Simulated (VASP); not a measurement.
Ta4N3, 7 atoms in the cell. It takes space group I4/mmm (No. 139, tetragonal). The conventional cell has a = 4.268 Å, b = 4.268 Å, c = 8.372 Å, α = 90.00°, β = 90.00°, γ = 90.00°. Ta (site symmetry mmm) has 4 N at 2.09 to 2.13 Å within 2.8 Å. Within 2.8 Å of Ta (site symmetry 4mm) lie 5 N at 2.14 to 2.19 Å. Within 2.8 Å of N (site symmetry -4m2) lie 6 Ta at 2.09 to 2.14 Å. Within 2.8 Å of N (site symmetry 4/mmm) lie 6 Ta at 2.13 to 2.19 Å. 

```yaml
Program: VASP 6.6.1
Task: relaxation of shape and atoms at fixed volume
Functional: PBEsol
Potentials_or_basis: VASP PAW PBE potentials, release 64 (Ta_pv, N)
Cutoff: 600 eV
k_mesh: 12 × 12 × 12
Occupations: gaussian, width 0.1 eV
Spin: no spin polarisation
Dipole_correction: no
Further_INCAR_settings: ALGO = Fast; EDIFF = 1e-06; IBRION = 2; EDIFFG = -0.01; NSW = 50; ISIF = 4
```

Potentials or basis: VASP PAW PBE potentials, release 64 (Ta_pv, N).

Run with:

```console
$ cat potpaw_PBE.64/Ta_pv/POTCAR potpaw_PBE.64/N/POTCAR > POTCAR
$ mpirun -np 1 vasp_std > vasp.out
```

Hardware: 1 thread of Oxide Virtual Turin-like Processor (shared host).

Question: How long does it take, and how much memory?

Answer: Wall time 37 min on 1 thread of Oxide Virtual Turin-like Processor, on a shared host, peak memory 0.54 GiB. Counts: scf iterations 38, k points 163, ion steps 5.
